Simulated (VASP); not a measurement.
Here is a VASP 6.6.1 calculation.

INCAR

```
ALGO     = Normal         # electronic algorithm
EDIFF    = 1E-6           # SCF threshold, eV
ENCUT    = 520            # plane-wave cutoff, eV
GGA      = PE             # functional
ISIF     = 2              # what is computed and relaxed
ISMEAR   = 0              # smearing method
LASPH    = True           # aspherical terms in the spheres
LCHARG   = False          # write CHGCAR
LREAL    = False          # projectors in reciprocal space
LWAVE    = False          # write WAVECAR
NBANDS   = 37             # bands
NELM     = 100            # most SCF steps
PREC     = Accurate       # precision mode
SIGMA    = 0.1            # smearing width, eV
```

File KPOINTS:

```
k-points
0
Gamma
  3 3 6
```

The input POSCAR:

```
TiIn2Te3
1.0
    7.0695759000      0.0000000000      0.0000000000
   -3.5347879500      6.1224323200      0.0000000000
    0.0000000000      0.0000000000      3.7091957500
Ti In Te
1 2 3
Direct
    0.0000000000      0.0000000000      0.5000000000
    0.6666666700      0.3333333300      0.5000000000
    0.3333333300      0.6666666700      0.5000000000
    0.0000000000      0.5000000000      0.0000000000
    0.5000000000      0.5000000000      0.0000000000
    0.5000000000      0.0000000000      0.0000000000
```

Potentials or basis: VASP PAW PBE potentials, release 64 (Ti_sv, In_d, Te).

The run is started by

```console
$ cat potpaw_PBE.64/Ti_sv/POTCAR potpaw_PBE.64/In_d/POTCAR potpaw_PBE.64/Te/POTCAR > POTCAR
$ mpirun -np 1 vasp_std > vasp.out
```

(1) Estimate the band gap on the k mesh.

(2) What does it give for the pressure?

Results:

(1) zero (band 28 reaches 8.06 eV, above the bottom of band 29 at 7.62 eV).

(2) 15.8 GPa.

Caveat: spin-orbit coupling is left out, which moves the levels of the heavy elements.
